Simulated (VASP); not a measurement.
AgBr: single point with PBEsol

AgBr:

```xyz
4
Lattice="4.0921 0.0000 0.0415 0.0000 4.0919 0.0000 -0.0577 0.0000 5.7835" Properties=species:S:1:pos:R:3 pbc="T T T"
Ag    3.0257    3.0689    4.3686
Ag    1.0087    1.0230    1.4564
Br    0.9797    1.0230    4.3480
Br    3.0547    3.0689    1.4770
```

```
Program                : VASP 6.6.1
Task                   : single point
Functional             : PBEsol
Potentials or basis    : VASP PAW PBE potentials, release 64 (Ag, Br)
Cutoff                 : 500 eV
k mesh                 : 4 × 4 × 4, shifted
Occupations            : gaussian, width 0.01 eV
Spin                   : no spin polarisation
Dipole correction      : no
Further INCAR settings : ALGO = Normal; EDIFF = 1e-06; NBANDS = 26
```

The pressure is -2.7 GPa and the band gap on the k mesh is 2.04 eV.

Stress tensor (GPa, compression positive):
```
-2.84  0.00  0.00
 0.00 -2.84  0.00
 0.00  0.00 -2.54
```

Levels at points of the mesh, in eV from the valence-band top:
| k point | band 16 | band 17 | band 18 | band 19 | band 20 | band 21 |
| --- | --- | --- | --- | --- | --- | --- |
| (0.12, 0.12, 0.12) | -1.60 | -1.42 | -1.02 | 2.04 | 2.65 | 7.22 |

It took 18 s on 1 thread of AMD EPYC 9R45 (Zen 5), on a shared host, peak memory 0.16 GiB.

Caveat: the PAW data sets were made with another functional, which shifts forces and pressure a little; a shifted mesh leaves out Γ, where band edges can lie. A k mesh can miss the band edges.
